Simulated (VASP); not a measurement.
Input of a VASP 6.6.1 run:

INCAR

```
ALGO     = Normal         # electronic algorithm
EDIFF    = 1E-7           # SCF threshold, eV
ENCUT    = 520            # plane-wave cutoff, eV
GGA      = PS             # functional
ISIF     = 2              # what is computed and relaxed
ISMEAR   = -1             # smearing method
LASPH    = T              # aspherical terms in the spheres
LCHARG   = F              # write CHGCAR
LREAL    = F              # projectors in reciprocal space
LWAVE    = F              # write WAVECAR
NBANDS   = 12             # bands
NELM     = 80             # most SCF steps
PREC     = Accurate       # precision mode
SIGMA    = 0.1            # smearing width, eV
```

KPOINTS

```
k-points
0
Gamma
  14 14 13
```

POSCAR

```
B
1.0
    2.7741029533      0.0000000000      0.0000000000
   -1.3870514767      2.4024436303      0.0000000000
    0.0000000000      0.0000000000      2.7292010531
B
3
Direct
    0.0000000000      0.0000000000      0.0000000000
    0.3333333333      0.6666666667      0.5000000000
    0.6666666667      0.3333333333      0.5000000000
```

Potentials or basis: VASP PAW PBE potentials, release 64 (B).

Command:

```sh
$ cat potpaw_PBE.64/B/POTCAR > POTCAR
$ mpirun -np 1 vasp_std > vasp.out
```

What does it give for the pressure?

23.4 GPa.

Stress tensor (GPa, compression positive):
```
27.65  0.00  0.00
 0.00 27.65  0.00
 0.00  0.00 14.87
```

Caveat: the PAW data sets were made with another functional, which shifts forces and pressure a little.
